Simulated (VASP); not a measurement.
# Ta (C2/m) in VASP: further runs

Runs on Ta. Level: LDA. Tasks: single point.

All numbers are computed with VASP 6.6.1; they aren't measurements. Logs are shortened: lines on timing, memory, paths and dates and some standing lists are left out, and cuts for length are marked.

## (1) The cell of the first run

It takes space group C2/m (No. 12, monoclinic). The conventional cell has a = 5.139 Å, b = 2.967 Å, c = 4.806 Å, α = 90.00°, β = 90.00°, γ = 90.00°. Ta (site symmetry m) has 12 Ta at 2.60 to 3.25 Å within 3.4 Å.

## (2) Single point, LDA (shortest bond scaled by 0.88)

INCAR reads:

```
SYSTEM = Ta
  PREC = Accurate
  ENCUT = 520
  EDIFF = 1E-6
  ISMEAR = -1
  SIGMA = 0.05
  LREAL = .False.
  LASPH = .True.
  NELM = 80
  ALGO = Normal
  ISIF = 2
  LWAVE = .False.
  LCHARG = .False.
  NBANDS = 18
```

KPOINTS reads:

```
regular mesh
0
Gamma
  12 12 6
  0 0 0
```

POSCAR reads:

```
Ta
1.0
    2.9669564710      0.0000000000      0.0000000000
   -1.4834782355      2.5694596758      0.0000000000
    0.0000000000      0.0000000000      4.8064694830
Ta
2
Direct
    0.2933333333      0.6466666667      0.2200000000
    0.7066666667      0.3533333333      0.7800000000
```

Potentials or basis: VASP PAW LDA potentials, release 64 (Ta_pv).

Launch:

```bash
cat potpaw_LDA.64/Ta_pv/POTCAR > POTCAR
mpirun -np 1 vasp_std > vasp.out
```

OUTCAR:

```text
SYSTEM = Ta
   PREC = Accurate
   ENCUT = 520
   EDIFF = 1E-6
   ISMEAR = -1
   LREAL = .False.
   LASPH = .True.
   NELM = 80
   ISIF = 2

 ion  position               nearest neighbor table
   1  0.293  0.647  0.220-   2 2.60   2 2.79   2 2.79   2 3.08   2 3.25   2 3.25
   2  0.707  0.353  0.780-   1 2.60   1 2.79   1 2.79   1 3.08   1 3.25   1 3.25

  LATTYP: Found a hexagonal cell.
 ALAT       =     2.9669564710
 C/A-ratio  =     1.6200000000

  Lattice vectors:

 A1 = (   2.9669564710,   0.0000000000,   0.0000000000)
 A2 = (  -1.4834782355,   2.5694596758,   0.0000000000)
 A3 = (   0.0000000000,   0.0000000000,   4.8064694830)

Analysis of symmetry for initial positions (statically):
=====================================================================
 Subroutine PRICEL returns:
 Original cell was already a primitive cell.

 Routine SETGRP: Setting up the symmetry group for a
 hexagonal supercell.

 Subroutine GETGRP returns: Found  4 space group operations
 (whereof  4 operations were pure point group operations)
 out of a pool of 24 trial point group operations.

The static configuration has the point symmetry C_2h.

Analysis of symmetry for dynamics (positions and initial velocities):
=====================================================================
 Subroutine PRICEL returns:
 Original cell was already a primitive cell.

 Routine SETGRP: Setting up the symmetry group for a
 hexagonal supercell.

 Subroutine GETGRP returns: Found  4 space group operations
 (whereof  4 operations were pure point group operations)
 out of a pool of 24 trial point group operations.

The dynamic configuration has the point symmetry C_2h.

 Subroutine INISYM returns: Found  4 space group operations
 (whereof  4 operations are pure point group operations),
 and found     1 'primitive' translations

----------------------------------------------------------------------------------------

                                     Primitive cell

  volume of cell :      36.6420

  direct lattice vectors                    reciprocal lattice vectors
     2.966956471  0.000000000  0.000000000     0.337045727  0.194593441  0.000000000
    -1.483478236  2.569459676  0.000000000     0.000000000  0.389186882  0.000000000
     0.000000000  0.000000000  4.806469483     0.000000000  0.000000000  0.208052918

  length of vectors
     2.966956471  2.966956471  4.806469483     0.389186882  0.389186882  0.208052918

[... 78 lines left out ...]
   ENCUT  =  520.0 eV  38.22 Ry    6.18 a.u.   5.52  5.52  8.94*2*pi/ulx,y,z
   NELM   =     80;   NELMIN=  2; NELMDL= -5     # of ELM steps
   EDIFF  = 0.1E-05   stopping-criterion for ELM
   LREAL  =      F    real-space projection
   EDIFFG = 0.1E-04   stopping-criterion for IOM
   NSW    =      0    number of steps for IOM
   IBRION =     -1    ionic relax: 0-MD 1-quasi-New 2-CG
   NFREE  =      0    steps in history (QN), initial steepest desc. (CG)
   ISIF   =      2    stress and relaxation
   ISYM   =      2    0-nonsym 1-usesym 2-fastsym
   POTIM  = 0.5000    time-step for ionic-motion
   TEBEG  =    0.0;   TEEND  =   0.0 temperature during run
   PSTRESS=    0.0 pullay stress
   NELECT =      22.0000    total number of electrons
   NUPDOWN=      -1.0000    fix difference up-down
   EMIN   =  10.00;   EMAX   =-10.00  energy-range for DOS
   EFERMI =   0.00;   METHOD = LEGACY
   ISMEAR =    -1;   SIGMA  =   0.05  broadening in eV -4-tet -1-fermi 0-gaus
   EFERMI_NEDOS =   21; number of points for ismear=-14 and -15
   IALGO  =     38    algorithm
   IMIX   =      4    mixing-type and parameters
     AMIX     =   0.40;   BMIX     =  1.00
     AMIX_MAG =   1.60;   BMIX_MAG =  1.00
  volume/ion in A,a.u.               =      18.32       123.64
  Fermi-wavevector in a.u.,A,eV,Ry     =   1.381092  2.609886 25.951965  1.907416
  Thomas-Fermi vector in A             =   2.505909
   LORBIT       =      0    0 simple, 1 ext, 2 COOP (PROOUT), +10 PAW based schemes
   GGA     = CA    functional components
   LHFCALC =     F    Hartree Fock is set to
   AEXX    =    0.0000 exact exchange contribution
   IVDW    =     0    specifies the selected vdW correction
   LEPSILON=     F    determine dielectric tensor
   LRPA    =     F    only Hartree local field effects (RPA)
 non-spin polarized calculation
  energy-cutoff  :      520.00
  volume of cell :       36.64
 maximum number of plane-waves:      1014
 NGX is ok and might be reduce to    24

 number of electron      21.9999999 magnetization

 Free energy of the ion-electron system (eV)
  ---------------------------------------------------
  ext. energy  EPLUGINS =         0.00000000
  ---------------------------------------------------
  free energy    TOTEN  =       -24.48875467 eV

  energy without entropy =      -24.46447157  energy(sigma->0) =      -24.47661312

 E-fermi :   5.7565     XC(G=0): -12.6592

 val. band max:        5.7563259837   @ k =   0.0000   0.4167   0.1667
 cond. band min:       5.7565860206   @ k =   0.2500  -0.0000   0.1667
 fundamental gap:      0.0002600369
 Fermi energy:         5.7565103124

 k-point     1 :       0.0000    0.0000    0.0000
  band No.  band energies     occupation
      1     -28.9668      2.00000
      2     -27.9068      2.00000
      3     -27.8276      2.00000
      4     -27.7098      2.00000
      5     -27.6229      2.00000
      6     -27.5019      2.00000
[... 481 lines left out ...]
      5     -27.7959      2.00000
      6     -27.6564      2.00000
[... 10 lines left out ...]
     17      11.4807      0.00000
     18      14.5422      0.00000

 [... further k-points ...]

------------------------ aborting loop because EDIFF is reached ----------------------------------------

  FORCE on cell =-STRESS in cart. coord.  units (eV):
  Direction    XX          YY          ZZ          XY          YZ          ZX
  --------------------------------------------------------------------------------------
  -------------------------------------------------------------------------------------
  Total        0.3038259     -0.7562645      0.8477634      0.9180653     -0.3088004     -0.5348580
  in kB       13.2848370    -33.0677883     37.0685890     40.1425511    -13.5023477    -23.3867511
  external PRESSURE =       5.7618792 kB  Pullay stress =       0.0000000 kB

 VOLUME and BASIS-vectors are now :
 -----------------------------------------------------------------------------
  energy-cutoff  :      520.00
  volume of cell :       36.64
      direct lattice vectors                 reciprocal lattice vectors
     2.966956471  0.000000000  0.000000000     0.337045727  0.194593441  0.000000000
    -1.483478236  2.569459676  0.000000000     0.000000000  0.389186882  0.000000000
     0.000000000  0.000000000  4.806469483     0.000000000  0.000000000  0.208052918

 POSITION                                       TOTAL-FORCE (eV/Angst)
 -----------------------------------------------------------------------------------
     -0.08901      1.66158      1.05742        -0.140844     -0.081317      2.958347
      1.57249      0.90788      3.74905         0.140844      0.081317     -2.958347
 -----------------------------------------------------------------------------------
    total drift:                               -0.000000      0.000000     -0.000000

  FREE ENERGIE OF THE ION-ELECTRON SYSTEM (eV)
  ---------------------------------------------------
  free  energy   TOTEN  =       -24.4887546698 eV

  energy  without entropy=      -24.4644715741  energy(sigma->0) =      -24.47661312
```

Wall time 2 min (1 thread of Intel Xeon 8259CL, shared host); peak memory 0.24 GiB.

Results:

```
Free energy            : -24.4888 eV
Pressure               : 0.6 GPa
Largest force          : 2.963 eV/Å
Band gap on the k mesh : zero (bands 11 and 12 overlap by 1.84 eV)
```

Forces in eV/Å, atoms in the order of the input:
```
Ta  -0.141 -0.081  2.958
Ta   0.141  0.081 -2.958
```

Stress tensor (GPa, compression positive):
```
 1.33  4.01 -2.34
 4.01 -3.31 -1.35
-2.34 -1.35  3.71
```

Caveat: the cell differs from its parent crystal (shortest bond scaled by 0.88); spin-orbit coupling is left out, which moves the levels of the heavy elements; forces of over 1 eV/Å act on the atoms, so gaps and moduli don't describe the material at rest.

## (3) Single point, LDA (shortest bond scaled by 0.82)

INCAR reads:

```
SYSTEM = Ta
  ALGO = Normal
  EDIFF = 1E-6
  ENCUT = 520
  ISIF = 2
  ISMEAR = -1
  LASPH = .TRUE.
  LCHARG = .FALSE.
  LREAL = .FALSE.
  LWAVE = .FALSE.
  NBANDS = 18
  NELM = 60
  PREC = Accurate
  SIGMA = 0.05
```

KPOINTS reads:

```
k-points
0
G
  12 12 6
  0 0 0
```

POSCAR reads:

```
Ta
1.0
    2.9669564710      0.0000000000      0.0000000000
   -1.4834782355      2.5694596758      0.0000000000
    0.0000000000      0.0000000000      4.8064694830
Ta
2
Direct
    0.2733333333      0.6366666667      0.2050000000
    0.7266666667      0.3633333333      0.7950000000
```

Potentials or basis: VASP PAW LDA potentials, release 64 (Ta_pv).

Launch:

```bash
cat potpaw_LDA.64/Ta_pv/POTCAR > POTCAR
mpirun -np 1 vasp_std > vasp.out
```

Wall time 2 min (1 thread of Intel Xeon 8259CL, shared host); peak memory 0.24 GiB.

Results (log left out):

- Free energy: -23.9717 eV
- Pressure: 9.1 GPa
- Largest force: 4.208 eV/Å
- Band gap on the k mesh: zero (bands 11 and 12 overlap by 1.20 eV)

Forces on the atoms (eV/Å):
```
Ta   0.329  0.190  4.191
Ta  -0.329 -0.190 -4.191
```

Stress tensor (GPa, compression positive):
```
10.67  3.84  0.22
 3.84  6.23  0.13
 0.22  0.13 10.45
```

Levels at points of the mesh, in eV from the Fermi level:
```csv
k point,band 9,band 10,band 11,band 12,band 13,band 14
"(0.00, 0.00, 0.00)",-1.02,-0.23,-0.13,0.05,0.87,2.08
"(0.50, 0.00, 0.00)",-2.29,-0.92,-0.61,-0.17,1.05,5.09
"(0.00, 0.50, 0.00)",-3.35,-0.43,-0.41,0.63,2.08,5.35
"(0.00, 0.00, 0.50)",-2.46,-0.45,-0.35,-0.13,-0.01,2.02
"(0.50, 0.00, 0.50)",-2.85,-1.05,0.73,1.86,1.90,3.65
"(0.00, 0.50, 0.50)",-3.03,-1.63,0.76,1.38,2.55,3.56
```

Caveat: the cell differs from its parent crystal (shortest bond scaled by 0.82); the cell stands under pressure; spin-orbit coupling is left out, which moves the levels of the heavy elements; forces of over 1 eV/Å act on the atoms, so gaps and moduli don't describe the material at rest.

## (4) Single point, LDA (shortest bond scaled by 0.76)

INCAR reads:

```
  ALGO = Normal
  EDIFF = 1E-6
  ENCUT = 520
  ISIF = 2
  ISMEAR = -1
  LASPH = True
  LCHARG = True
  LELF = True
  LREAL = False
  LVHAR = True
  LWAVE = False
  NBANDS = 18
  NELM = 100
  PREC = Accurate
  SIGMA = 0.05
```

KPOINTS reads:

```
k-points
0
Gamma
  12 12 6
```

POSCAR reads:

```
Ta
1.0
    2.9669564710      0.0000000000      0.0000000000
   -1.4834782355      2.5694596758      0.0000000000
    0.0000000000      0.0000000000      4.8064694830
Ta
2
Direct
    0.2533333333      0.6266666667      0.1900000000
    0.7466666667      0.3733333333      0.8100000000
```

Launch:

```bash
cat potpaw_LDA.64/Ta_pv/POTCAR > POTCAR
mpirun -np 1 vasp_std > vasp.out
```

Wall time 2.1 min (1 thread of Intel Xeon 8259CL, shared host); peak memory 0.24 GiB.

Results (log left out):

```
Free energy            : -23.1376 eV
Pressure               : 21.6 GPa
Largest force          : 6.426 eV/Å
Band gap on the k mesh : zero (bands 11 and 12 overlap by 1.34 eV)
```

Forces in eV/Å, atoms in the order of the input:
```
Ta   1.528  0.882  6.179
Ta  -1.528 -0.882 -6.179
```

Stress tensor (GPa, compression positive):
```
21.09  2.47  9.07
 2.47 18.24  5.24
 9.07  5.24 25.52
```

Levels at points of the mesh, in eV from the Fermi level:
```csv
k point,band 7,band 8,band 9,band 10,band 11,band 12,band 13,band 14,band 15,band 16
"(0.00, 0.00, 0.00)",-7.97,-5.11,-1.62,-0.50,-0.36,-0.35,1.20,2.18,4.39,4.65
"(0.50, 0.00, 0.00)",-4.81,-3.38,-1.73,-0.66,-0.49,-0.22,1.29,4.78,6.20,6.58
"(0.00, 0.50, 0.00)",-4.79,-4.29,-3.17,-0.57,-0.18,0.73,2.98,5.05,5.77,5.85
"(0.00, 0.00, 0.50)",-6.55,-5.51,-2.88,-0.77,-0.64,-0.17,-0.06,2.43,3.66,5.46
"(0.50, 0.00, 0.50)",-4.96,-4.26,-2.78,-0.58,0.47,2.09,2.15,4.15,4.85,5.61
"(0.00, 0.50, 0.50)",-4.81,-4.06,-3.06,-1.72,0.88,1.49,3.41,3.51,4.67,5.88
```

Caveat: the cell differs from its parent crystal (shortest bond scaled by 0.76); the cell stands under pressure; spin-orbit coupling is left out, which moves the levels of the heavy elements; forces of over 1 eV/Å act on the atoms, so gaps and moduli don't describe the material at rest.

## (5) Single point, LDA (shortest bond scaled by 0.7)

INCAR reads:

```
ALGO = Normal ; EDIFF = 1E-6
ENCUT = 520 ; GGA = CA
ISIF = 2 ; ISMEAR = -1
LASPH = True ; LCHARG = False
LREAL = False ; LWAVE = False
NBANDS = 18 ; NELM = 80
PREC = Accurate ; SIGMA = 0.05
```

KPOINTS is that of step 4.

POSCAR reads:

```
Ta
1.0
    2.9669564710      0.0000000000      0.0000000000
   -1.4834782355      2.5694596758      0.0000000000
    0.0000000000      0.0000000000      4.8064694830
Ta
2
Direct
    0.2333333333      0.6166666667      0.1750000000
    0.7666666667      0.3833333333      0.8250000000
```

Launch:

```bash
cat potpaw_LDA.64/Ta_pv/POTCAR > POTCAR
mpirun -np 1 vasp_std > vasp.out
```

Run time: 2.2 min. Hardware: 1 thread of Intel Xeon 8259CL, shared host; peak memory 0.24 GiB.

It converged, with:

```yaml
Free_energy: -21.7004 eV
Pressure: 39.0 GPa
Largest_force: 10.903 eV/Å
Band_gap_on_the_k_mesh: zero (bands 11 and 12 overlap by 2.05 eV)
```

Forces on the atoms (eV/Å):
```
Ta    3.345   1.931  10.196
Ta   -3.345  -1.931 -10.196
```

Stress tensor (GPa, compression positive):
```
31.83  1.29 21.94
 1.29 30.34 12.67
21.94 12.67 54.68
```

Levels at points of the mesh, in eV from the Fermi level:
```tsv
k point	band 8	band 9	band 10	band 11	band 12	band 13	band 14	band 15
(0.00, 0.00, 0.00)	-5.22	-2.20	-1.02	-0.81	-0.41	1.61	2.34	5.02
(0.50, 0.00, 0.00)	-3.04	-1.34	-0.31	-0.18	0.01	1.58	4.38	5.79
(0.00, 0.50, 0.00)	-4.30	-2.91	-0.58	0.12	0.76	3.98	4.49	5.55
(0.00, 0.00, 0.50)	-5.38	-3.19	-1.21	-1.00	-0.11	0.03	2.09	5.31
(0.50, 0.00, 0.50)	-3.95	-2.61	-0.05	0.20	2.40	2.56	4.44	4.58
(0.00, 0.50, 0.50)	-4.08	-2.95	-1.78	1.27	1.67	3.19	4.57	4.67
```

Caveat: the cell differs from its parent crystal (shortest bond scaled by 0.7); atoms lie so close that the PAW spheres overlap strongly, which falsifies energies and pressures; the cell stands under pressure; spin-orbit coupling is left out, which moves the levels of the heavy elements; forces of over 1 eV/Å act on the atoms, so gaps and moduli don't describe the material at rest.

## (6) The runs side by side

```tsv
cell	gap on the mesh (eV)	pressure (GPa)	largest force (eV/Å)
as given, shortest bond scaled by 0.88	none	0.6	2.96
as given, shortest bond scaled by 0.82	none	9.1	4.21
as given, shortest bond scaled by 0.76	none	21.6	6.43
as given, shortest bond scaled by 0.7	none	39.0	10.90
```

Some of these runs hold the atoms at other places in the same cell, which the table doesn't show; runs alike in all that it shows share one row.

Alike in all rows: task single point; level LDA; potentials or basis VASP PAW LDA potentials, release 64 (Ta_pv); no spin polarisation; k mesh 12 × 12 × 6; cutoff (eV) 520; smearing fermi-dirac 0.05 eV.

Caveats: spin-orbit coupling is left out, which moves the levels of the heavy elements; forces of over 1 eV/Å act on the atoms, so gaps and moduli don't describe the material at rest; the cell stands under pressure (at least some runs); atoms lie so close that the PAW spheres overlap strongly, which falsifies energies and pressures (at least some runs).

Total energies depend on the potentials used, so only differences within one code and one set of settings carry meaning.
